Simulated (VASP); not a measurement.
A run of VASP 6.6.1 is set up as follows.

Contents of INCAR:

```
ALGO = Normal
EDIFF = 1E-6
EDIFFG = -0.005
ENCUT = 600
GGA = PE
IBRION = 2
ISIF = 3
ISMEAR = -1
LASPH = True
LCHARG = False
LREAL = False
LWAVE = False
NELM = 100
NSW = 32
PREC = Accurate
PSTRESS = 260.0
SIGMA = 0.05
```

File KPOINTS:

```
k-points
0
Gamma
  20 20 20
```

File POSCAR:

```
O
1.0
   -1.1970799086      1.1970799086      1.1970799086
    1.1970799086     -1.1970799086      1.1970799086
    1.1970799086      1.1970799086     -1.1970799086
O
1
Direct
    0.0000000000      0.0000000000      0.0000000000
```

Potentials or basis: VASP PAW PBE potentials, release 64 (O).

Run with:

```sh
$ cat potpaw_PBE.64/O/POTCAR > POTCAR
$ mpirun -np 1 vasp_std > vasp.out
```

Task: Estimate the band gap on the k mesh.

Result: Zero (bands 3 and 4 overlap by 6.02 eV).

Task: What does it give for the relaxed cell?

Result: a = 2.072 Å, b = 2.072 Å, c = 2.072 Å, α = 109.47°, β = 109.47°, γ = 109.47°.

Task: Predict the relaxed volume.

Result: 6.84 Å³/atom.

Task: Estimate the space group after relaxing (to 0.1 Å).

Result: Im-3m (No. 229).

Final structure:
```
CELL_PARAMETERS angstrom
-1.19609 1.19609 1.19609
1.19609 -1.19609 1.19609
1.19609 1.19609 -1.19609
ATOMIC_POSITIONS crystal
O 0.00000 0.00000 0.00000
```

Caveat: the cell is relaxed towards a set pressure, so the run minimises the enthalpy, not the energy.
